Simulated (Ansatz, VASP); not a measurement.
CdCo2: VASP beside Ansatz

```
Cd Co
1.0
     4.14982    0.00000    0.00000
    -2.07491    3.59385    0.00000
     0.00000    0.00000    2.84156
Cd Co
1 2
Direct
  0.00000 0.00000 0.00000
  0.33333 0.66667 0.50000
  0.66667 0.33333 0.50000
```

Alike in both runs: functional PBE; k mesh 6 × 6 × 4; occupations gaussian, width 0.1 eV; collinear spin.

Ansatz relaxed the structure, and its values are those at the end. VASP's run is a single point on that final structure, the one shown.

```csv
,VASP,Ansatz
version,VASP 6.6.1,Ansatz 0.2.0
potentials or method,"VASP PAW PBE potentials, release 64 (Cd, Co), cutoff 520 eV","scalar-relativistic, plane waves, PAW"
valence electrons in the cell,30,54
```

```csv
,VASP,Ansatz,Ansatz less VASP
gap on the k mesh at the Fermi level (eV),none,none,-
pressure (GPa),0.3,0.0,-0.30
net moment per atom (μB),1.06,1.08,+0.017
size of the moment on the site where the two differ most (μB),1.64,1.68,+0.040
```

Site moments also hang on the region over which each program counts them. A gap of «none» marks a metal or a gap that the smearing closes. VASP's potentials hold 30 valence electrons a cell and Ansatz's 54, so a difference there can come from the potentials and not from the codes.

The k mesh is coarse, so the values compare programs but aren't converged.
